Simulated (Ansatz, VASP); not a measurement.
**MgO in VASP and in Ansatz**

File POSCAR:

```
MgO
1.0
    0.0000000000      2.1269184909      2.1269184909
    2.1269184909      0.0000000000      2.1269184909
    2.1269184909      2.1269184909      0.0000000000
Mg O
1 1
Direct
    0.0000000000      0.0000000000      0.0000000000
    0.5000000000      0.5000000000      0.5000000000
```

INCAR.step1

```
SYSTEM = MgO
PREC = Accurate
ENCUT = 580
ISMEAR = -1
SIGMA = 0.05
LREAL = .False.
LASPH = .True.
NELM = 120
NBANDS = 11
GGA = PE
ALGO = Normal
EDIFF = 1E-5
LWAVE = .True.
LCHARG = .False.
GGA_COMPAT = .False.
```

INCAR.step2

```
SYSTEM = MgO
PREC = Accurate
ENCUT = 580
EDIFF = 1E-8
ISMEAR = -1
SIGMA = 0.05
LREAL = .False.
LASPH = .True.
NELM = 120
ALGO = Normal
ISIF = 2
LWAVE = .False.
LCHARG = .False.
METAGGA = R2SCAN
LMIXTAU = .True.
LEFG = .True.
NBANDS = 11
ISTART = 1
GGA_COMPAT = .False.
```

KPOINTS

```
regular mesh
0
Gamma
  16 16 16
  0 0 0
```

Input for Ansatz:

```yaml
crystal:
  lattice:
    - [0.0, 2.1269184909, 2.1269184909]
    - [2.1269184909, 0.0, 2.1269184909]
    - [2.1269184909, 2.1269184909, 0.0]
  atoms:
    - { symbol: Mg, position: [0.0, 0.0, 0.0] }
    - { symbol: O, position: [0.5, 0.5, 0.5] }
kpoints:
  mp_grid: { grid: [16, 16, 16] }
  band_path:
    path:
      - [0.0, 0.0, 0.0]
      - [0.5, 0.0, 0.5]
      - [0.625, 0.25, 0.625]
      - [0.375, 0.375, 0.75]
      - [0.0, 0.0, 0.0]
      - [0.5, 0.5, 0.5]
      - [0.5, 0.25, 0.75]
      - [0.5, 0.0, 0.5]
    npoints: 5
scf:
  occupations: { method: fermi_dirac, width: 0.05 }
hamiltonian:
  xc: r2scan
  pseudopotentials: { kind: paw }
output:
  forces: true
  stress: true
  eigenvalues: true
  efg: { contact_densities: true }
```

Alike in both runs: task electric field gradients; functional r2SCAN; k mesh 16 × 16 × 16; occupations fermi-dirac, width 0.05 eV; no spin polarisation.

|  | VASP | Ansatz |
| --- | --- | --- |
| version | VASP 6.6.1 | Ansatz 0.2.0 |
| potentials or method | VASP PAW PBE potentials, release 64 (Mg, O) | PAW with Ansatz's default frozen-core files, scalar-relativistic |
| plane-wave cutoff (eV) | 580 | 500 |
| valence electrons in the cell | 8 | 16 |

|  | VASP | Ansatz | Ansatz less VASP |
| --- | --- | --- | --- |
| gap on the k mesh at the Fermi level (eV) | 5.31 | 5.33 | +0.023 |
| pressure (GPa) | -6.7 | -5.4 | +1.28 |

VASP's potentials were made for PBE, not for r2SCAN. VASP's potentials hold 8 valence electrons a cell and Ansatz's 16, so a difference there can come from the potentials and not from the codes.
